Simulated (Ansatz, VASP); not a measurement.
La3N: VASP beside Ansatz

```
CELL_PARAMETERS angstrom
0.00000 3.59517 3.59517
3.59517 0.00000 3.59517
3.59517 3.59517 0.00000
ATOMIC_POSITIONS crystal
La 0.25000 0.25000 0.25000
La 0.75000 0.75000 0.75000
La 0.50000 0.50000 0.50000
N 0.00000 0.00000 0.00000
```

Change from the starting cell: species swapped into the Li3Hg type (Fm-3m, No. 225).

Alike in both runs: functional PBE; k mesh 12 × 12 × 12; occupations gaussian, width 0.1 eV; no spin polarisation.

Ansatz relaxed the structure, and its values are those at the end. VASP's run is a single point on that final structure, the one shown.

|  | VASP | Ansatz |
| --- | --- | --- |
| version | VASP 6.6.1 | Ansatz 0.2.0 |
| potentials or method | VASP PAW PBE potentials, release 64 (La, N), cutoff 520 eV | scalar-relativistic, plane waves, PAW |
| valence electrons in the cell | 38 | 38 |

|  | VASP | Ansatz | Ansatz less VASP |
| --- | --- | --- | --- |
| gap on the k mesh at the Fermi level (eV) | none | none | - |
| pressure (GPa) | 0.0 | 0.0 | +0.02 |

A gap of «none» marks a metal or a gap that the smearing closes. With one functional, cell and mesh, what is left measures potentials, basis and numerics.

Spin-orbit coupling is off throughout.
